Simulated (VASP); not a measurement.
Input of a VASP 6.6.1 run:

The input INCAR:

```
SYSTEM = Si
ALGO     = Normal         ! electronic algorithm
EDIFF    = 1E-6           ! SCF threshold, eV
ENCUT    = 520            ! plane-wave cutoff, eV
GGA      = PE             ! functional
ISIF     = 2              ! what is computed and relaxed
ISMEAR   = 1              ! smearing method
IVDW     = 12             ! dispersion correction
LASPH    = .True.         ! aspherical terms in the spheres
LCHARG   = .False.        ! write CHGCAR
LREAL    = .False.        ! projectors in reciprocal space
LWAVE    = .False.        ! write WAVECAR
NBANDS   = 16             ! bands
NELM     = 100            ! most SCF steps
PREC     = Accurate       ! precision mode
SIGMA    = 0.05           ! smearing width, eV
```

Contents of KPOINTS:

```
k-points
0
Gamma
  7 7 7
  0 0 0
```

POSCAR

```
Si
1.0
    5.3511470000      0.0000000000      0.0000000000
    4.0289886768      3.3457945188      0.0000000000
    1.3221577131      0.1615227820      3.3418927760
Si
4
Direct
    0.7273940000      0.2726060000      0.7273940000
    0.2726060000      0.7273940000      0.2726060000
    0.7797690000      0.7797690000      0.2202310000
    0.2202310000      0.2202310000      0.7797690000
```

Potentials or basis: VASP PAW PBE potentials, release 64 (Si).

Run with:

```console
$ cat potpaw_PBE.64/Si/POTCAR > POTCAR
$ mpirun -np 1 vasp_std > vasp.out
```

Problem. What does it give for the largest force?

Solution. 0.137 eV/Å.

Problem. Predict the pressure.

Solution. -1.4 GPa.

Problem. What does it give for the band gap on the k mesh?

Solution. Zero (bands 8 and 9 overlap by 3.01 eV).

Stress tensor (GPa, compression positive):
```
-2.07 -0.37  0.39
-0.37 -1.06  0.35
 0.39  0.35 -1.10
```

Caveat: three body term missing.
